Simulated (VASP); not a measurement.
# Co (Fd-3m) in VASP: further runs

Runs on Co. Level: PBE. Tasks: single point.

Program: VASP 6.6.1. These are calculated values, not measurements. Logs are shortened: lines on timing, memory, paths and dates and some standing lists are left out, and cuts for length are marked.

**1. The cell of the first run**

The structure is cubic, space group Fd-3m (No. 227). The conventional cell has a = 4.925 Å, b = 4.925 Å, c = 4.925 Å, α = 90.00°, β = 90.00°, γ = 90.00°. Co (site symmetry -43m) has 4 Co at 2.13 Å within 2.8 Å.

**2. Single point, PBE**

File INCAR:

```
SYSTEM = Co
ALGO = Normal ; EDIFF = 1E-6
ENCUT = 600 ; GGA = PE
GGA_COMPAT = .False. ; ISIF = 2
ISMEAR = -1 ; LASPH = .True.
LCHARG = .False. ; LREAL = .False.
LWAVE = .False. ; NBANDS = 24
NELM = 120 ; PREC = Accurate
SIGMA = 0.1
```

File KPOINTS:

```
k-points
0
Gamma
  11 11 11
  0 0 0
```

File POSCAR:

```
Co
1.0
    0.0000000000      2.4626286587      2.4626286587
    2.4626286587      0.0000000000      2.4626286587
    2.4626286587      2.4626286587      0.0000000000
Co
2
Direct
    0.1250000000      0.1250000000      0.1250000000
    0.8750000000      0.8750000000      0.8750000000
```

Potentials or basis: VASP PAW PBE potentials, release 64 (Co_sv).

Run with:

```bash
$ cat potpaw_PBE.64/Co_sv/POTCAR > POTCAR
$ mpirun -np 1 vasp_std > vasp.out
```

OUTCAR:

```text
SYSTEM = Co
   EDIFF = 1E-6
   ENCUT = 600
   GGA = PE
   ISIF = 2
   ISMEAR = -1
   LASPH = .True.
   LREAL = .False.
   NELM = 120
   PREC = Accurate

 ion  position               nearest neighbor table
   1  0.125  0.125  0.125-   2 2.13   2 2.13   2 2.13   2 2.13
   2  0.875  0.875  0.875-   1 2.13   1 2.13   1 2.13   1 2.13

  LATTYP: Found a face centered cubic cell.
 ALAT       =     4.9252573174

  Lattice vectors:

 A1 = (   0.0000000000,   2.4626286587,   2.4626286587)
 A2 = (   2.4626286587,   0.0000000000,   2.4626286587)
 A3 = (   2.4626286587,   2.4626286587,   0.0000000000)

Analysis of symmetry for initial positions (statically):
=====================================================================
 Subroutine PRICEL returns:
 Original cell was already a primitive cell.

 Routine SETGRP: Setting up the symmetry group for a
 face centered cubic supercell.

 Subroutine GETGRP returns: Found 48 space group operations
 (whereof 12 operations were pure point group operations)
 out of a pool of 48 trial point group operations.

The static configuration has the point symmetry D_3d.
 The point group associated with its full space group is O_h .

Analysis of symmetry for dynamics (positions and initial velocities):
=====================================================================
 Subroutine PRICEL returns:
 Original cell was already a primitive cell.

 Routine SETGRP: Setting up the symmetry group for a
 face centered cubic supercell.

 Subroutine GETGRP returns: Found 48 space group operations
 (whereof 12 operations were pure point group operations)
 out of a pool of 48 trial point group operations.

The dynamic configuration has the point symmetry D_3d.
 The point group associated with its full space group is O_h .

 Subroutine INISYM returns: Found 48 space group operations
 (whereof 12 operations are pure point group operations),
 and found     1 'primitive' translations

----------------------------------------------------------------------------------------

                                     Primitive cell

  volume of cell :      29.8694

  direct lattice vectors                    reciprocal lattice vectors
     0.000000000  2.462628659  2.462628659    -0.203035077  0.203035077  0.203035077
     2.462628659  0.000000000  2.462628659     0.203035077 -0.203035077  0.203035077
     2.462628659  2.462628659  0.000000000     0.203035077  0.203035077 -0.203035077

  length of vectors
     3.482682848  3.482682848  3.482682848     0.351667070  0.351667070  0.351667070

  position of ions in fractional coordinates (direct lattice)
     0.125000000  0.125000000  0.125000000
     0.875000000  0.875000000  0.875000000

  ion indices of the primitive-cell ions
   primitive index   ion index
                 1           1
                 2           2

----------------------------------------------------------------------------------------

 KPOINTS: k-points

Automatic generation of k-mesh.
 Grid dimensions read from file:
 generate k-points for:   11   11   11

 Generating k-lattice:

  Cartesian coordinates                     Fractional coordinates (reciprocal lattice)
    -0.018457734  0.018457734  0.018457734     0.090909091  0.000000000  0.000000000
     0.018457734 -0.018457734  0.018457734     0.000000000  0.090909091  0.000000000
     0.018457734  0.018457734 -0.018457734     0.000000000  0.000000000  0.090909091

  Length of vectors
     0.031969734  0.031969734  0.031969734

  Shift w.r.t. Gamma in fractional coordinates (k-lattice)
     0.000000000  0.000000000  0.000000000

 Subroutine IBZKPT returns following result:
 ===========================================

 Found     56 irreducible k-points:

 Following reciprocal coordinates:
            Coordinates               Weight
  0.000000  0.000000  0.000000      1.000000
  0.090909  0.000000  0.000000      8.000000
  0.181818  0.000000  0.000000      8.000000
  0.272727  0.000000  0.000000      8.000000
  0.363636  0.000000  0.000000      8.000000
  0.454545  0.000000  0.000000      8.000000
[... 16 lines left out ...]
 -0.272727  0.181818  0.000000     24.000000
 -0.181818  0.181818  0.000000     12.000000
 [... further k-points ...]
   k-points           NKPTS =     56   k-points in BZ     NKDIM =     56   number of bands    NBANDS=     24
   number of dos      NEDOS =    301   number of ions     NIONS =      2
   total plane-waves  NPLWV =  21952
   dimension x,y,z NGX =    28 NGY =   28 NGZ =   28
   dimension x,y,z NGXF=    56 NGYF=   56 NGZF=   56
   ions per type =               2
   NGX,Y,Z   is equivalent  to a cutoff of  13.37, 13.37, 13.37 a.u.
   NGXF,Y,Z  is equivalent  to a cutoff of  26.73, 26.73, 26.73 a.u.
 SYSTEM =  Co
   PREC   = accura    normal or accurate (medium, high low for compatibility)
   ISTART =      0    job   : 0-new  1-cont  2-samecut
   ICHARG =      2    charge: 1-file 2-atom 10-const
   ISPIN  =      1    spin polarized calculation?
   LNONCOLLINEAR =      F non collinear calculations
   LSORBIT =      F    spin-orbit coupling
   LASPH  =      T    aspherical Exc in radial PAW
   ENCUT  =  600.0 eV  44.10 Ry    6.64 a.u.   6.96  6.96  6.96*2*pi/ulx,y,z
   NELM   =    120;   NELMIN=  2; NELMDL= -5     # of ELM steps
   EDIFF  = 0.1E-05   stopping-criterion for ELM
   LREAL  =      F    real-space projection
   EDIFFG = 0.1E-04   stopping-criterion for IOM
   NSW    =      0    number of steps for IOM
   IBRION =     -1    ionic relax: 0-MD 1-quasi-New 2-CG
   NFREE  =      0    steps in history (QN), initial steepest desc. (CG)
   ISIF   =      2    stress and relaxation
   ISYM   =      2    0-nonsym 1-usesym 2-fastsym
   POTIM  = 0.5000    time-step for ionic-motion
   TEBEG  =    0.0;   TEEND  =   0.0 temperature during run
   PSTRESS=    0.0 pullay stress
   NELECT =      34.0000    total number of electrons
   NUPDOWN=      -1.0000    fix difference up-down
   EMIN   =  10.00;   EMAX   =-10.00  energy-range for DOS
   EFERMI =   0.00;   METHOD = LEGACY
   ISMEAR =    -1;   SIGMA  =   0.10  broadening in eV -4-tet -1-fermi 0-gaus
   EFERMI_NEDOS =   21; number of points for ismear=-14 and -15
   IALGO  =     38    algorithm
   IMIX   =      4    mixing-type and parameters
     AMIX     =   0.40;   BMIX     =  1.00
     AMIX_MAG =   1.60;   BMIX_MAG =  1.00
  volume/ion in A,a.u.               =      14.93       100.78
  Fermi-wavevector in a.u.,A,eV,Ry     =   1.709329  3.230163 39.753557  2.921804
  Thomas-Fermi vector in A             =   2.787832
   LORBIT       =      0    0 simple, 1 ext, 2 COOP (PROOUT), +10 PAW based schemes
   GGA     = PE    functional components
   LHFCALC =     F    Hartree Fock is set to
   AEXX    =    0.0000 exact exchange contribution
   IVDW    =     0    specifies the selected vdW correction
   LEPSILON=     F    determine dielectric tensor
   LRPA    =     F    only Hartree local field effects (RPA)
 non-spin polarized calculation
  energy-cutoff  :      600.00
  volume of cell :       29.87
 maximum number of plane-waves:      1010
   NGX = 13   NGY = 13   NGZ = 13

 number of electron      33.9999992 magnetization

 Free energy of the ion-electron system (eV)
  ---------------------------------------------------
  ext. energy  EPLUGINS =         0.00000000
  ---------------------------------------------------
  free energy    TOTEN  =       -11.57153316 eV

  energy without entropy =      -11.42991300  energy(sigma->0) =      -11.50072308

 E-fermi :   7.5637     XC(G=0): -11.6851

 val. band max:        7.5301656737   @ k =  -0.1818   0.1818   0.0000
 cond. band min:       7.5763764294   @ k =   0.4545   0.1818   0.0000
 fundamental gap:      0.0462107557
 Fermi energy:         7.5636912507

 k-point     1 :       0.0000    0.0000    0.0000
  band No.  band energies     occupation
      1     -87.7177      2.00000
      2     -87.4832      2.00000
      3     -51.0909      2.00000
      4     -51.0909      2.00000
      5     -51.0909      2.00000
      6     -50.6956      2.00000
[... 16 lines left out ...]
     23      21.0557      0.00000
     24      21.0557      0.00000

 k-point     2 :       0.0909    0.0000    0.0000
  band No.  band energies     occupation
      1     -87.7142      2.00000
      2     -87.4868      2.00000
      3     -51.0946      2.00000
      4     -51.0946      2.00000
      5     -51.0906      2.00000
      6     -50.6972      2.00000
[... 16 lines left out ...]
     23      21.8102      0.00000
     24      22.1902      0.00000

 k-point     3 :       0.1818    0.0000    0.0000
  band No.  band energies     occupation
      1     -87.7041      2.00000
      2     -87.4970      2.00000
      3     -51.1047      2.00000
      4     -51.1047      2.00000
      5     -51.0888      2.00000
      6     -50.7017      2.00000
[... 16 lines left out ...]
     23      21.2637      0.00000
     24      23.0126      0.00000

 k-point     4 :       0.2727    0.0000    0.0000
  band No.  band energies     occupation
      1     -87.6892      2.00000
      2     -87.5119      2.00000
      3     -51.1162      2.00000
      4     -51.1162      2.00000
      5     -51.0847      2.00000
      6     -50.7069      2.00000
[... 16 lines left out ...]
     23      20.6981      0.00000
     24      22.2327      0.00000

 k-point     5 :       0.3636    0.0000    0.0000
  band No.  band energies     occupation
      1     -87.6729      2.00000
      2     -87.5284      2.00000
      3     -51.1265      2.00000
      4     -51.1265      2.00000
      5     -51.0827      2.00000
      6     -50.7127      2.00000
[... 451 lines left out ...]
 k-point    22 :      -0.3636    0.1818    0.0000
  band No.  band energies     occupation
      1     -87.6525      2.00000
      2     -87.5489      2.00000
      3     -51.1662      2.00000
      4     -51.1381      2.00000
      5     -51.0275      2.00000
      6     -50.7650      2.00000
[... 16 lines left out ...]
     23      19.1289      0.00000
     24      23.0909      0.00000

 k-point    23 :      -0.2727    0.1818    0.0000
  band No.  band energies     occupation
      1     -87.6673      2.00000
      2     -87.5340      2.00000
      3     -51.1580      2.00000
      4     -51.1274      2.00000
      5     -51.0424      2.00000
      6     -50.7502      2.00000
[... 16 lines left out ...]
     23      19.6659      0.00000
     24      22.9000      0.00000

 k-point    24 :      -0.1818    0.1818    0.0000
  band No.  band energies     occupation
      1     -87.6836      2.00000
      2     -87.5176      2.00000
      3     -51.1421      2.00000
      4     -51.1158      2.00000
      5     -51.0602      2.00000
      6     -50.7308      2.00000
[... 16 lines left out ...]
     23      20.3953      0.00000
     24      22.7095      0.00000

 [... further k-points ...]
[... 5 lines left out ...]
  --------------------------------------------------------------------------------------
  -------------------------------------------------------------------------------------
  Total       -0.4749084     -0.4749084     -0.4749084     -0.0000000      0.0000000      0.0000000
  in kB      -25.4737974    -25.4737974    -25.4737974     -0.0000000      0.0000000      0.0000000
  external PRESSURE =     -25.4737974 kB  Pullay stress =       0.0000000 kB

 VOLUME and BASIS-vectors are now :
 -----------------------------------------------------------------------------
  energy-cutoff  :      600.00
  volume of cell :       29.87
      direct lattice vectors                 reciprocal lattice vectors
     0.000000000  2.462628659  2.462628659    -0.203035077  0.203035077  0.203035077
     2.462628659  0.000000000  2.462628659     0.203035077 -0.203035077  0.203035077
     2.462628659  2.462628659  0.000000000     0.203035077  0.203035077 -0.203035077

 POSITION                                       TOTAL-FORCE (eV/Angst)
 -----------------------------------------------------------------------------------
      0.61566      0.61566      0.61566        -0.000000     -0.000000     -0.000000
      4.30960      4.30960      4.30960         0.000000      0.000000      0.000000
 -----------------------------------------------------------------------------------
    total drift:                                0.000000      0.000000      0.000000

  FREE ENERGIE OF THE ION-ELECTRON SYSTEM (eV)
  ---------------------------------------------------
  free  energy   TOTEN  =       -11.5715331550 eV

  energy  without entropy=      -11.4299130031  energy(sigma->0) =      -11.50072308
```

Wall time 28 s (1 thread of Intel Xeon Platinum 8559C (Emerald Rapids), shared host); peak memory 0.17 GiB.

Results:

```yaml
Free_energy: -11.5715 eV
Pressure: -2.5 GPa
Band_gap_on_the_k_mesh: zero (band 17 reaches 8.00 eV, above the bottom of band 18 at 7.31 eV)
```

Caveat: the run has no spin polarisation, though such a crystal can be magnetic. Spin polarisation is off, so any magnetic state and its effect on volume and gap are missing.

**3. Single point, PBE (volume scaled by 0.88)**

File INCAR:

```
  ALGO = Normal
  EDIFF = 1E-6
  ENCUT = 600
  GGA = PE
  GGA_COMPAT = False
  ISIF = 2
  ISMEAR = -1
  LASPH = True
  LCHARG = False
  LREAL = False
  LWAVE = False
  NBANDS = 24
  NELM = 120
  PREC = Accurate
  SIGMA = 0.1
```

File KPOINTS:

```
k-points
0
Gamma
  12 12 12
```

File POSCAR:

```
Co
1.0
    0.0000000000      2.3598975712      2.3598975712
    2.3598975712      0.0000000000      2.3598975712
    2.3598975712      2.3598975712      0.0000000000
Co
2
Direct
    0.1250000000      0.1250000000      0.1250000000
    0.8750000000      0.8750000000      0.8750000000
```

Potentials or basis: VASP PAW PBE potentials, release 64 (Co_sv).

Run with:

```bash
$ cat potpaw_PBE.64/Co_sv/POTCAR > POTCAR
$ mpirun -np 1 vasp_std > vasp.out
```

Run time: 46 s. Hardware: 1 thread of Intel Xeon Platinum 8375C at 2.90GHz (Ice Lake), shared host; peak memory 0.18 GiB.

The run converged. Its results:

* Free energy: -11.3500 eV
* Pressure: 19.3 GPa
* Band gap on the k mesh: zero (band 17 reaches 9.88 eV, above the bottom of band 18 at 8.98 eV)

Levels at points of the mesh, in eV from the Fermi level:
```
           k point  band 15  band 16  band 17  band 18  band 19  band 20
(0.00, 0.00, 0.00)    -1.24    -1.24    -1.24     0.37     0.37    14.47
(0.50, 0.00, 0.00)    -1.79    -0.68    -0.68     0.12     0.12     1.75
(0.50, 0.50, 0.00)    -1.58    -1.58     0.32     0.32     2.08     2.08
```

Caveat: the run has no spin polarisation, though such a crystal can be magnetic. Spin polarisation is off, so any magnetic state and its effect on volume and gap are missing.
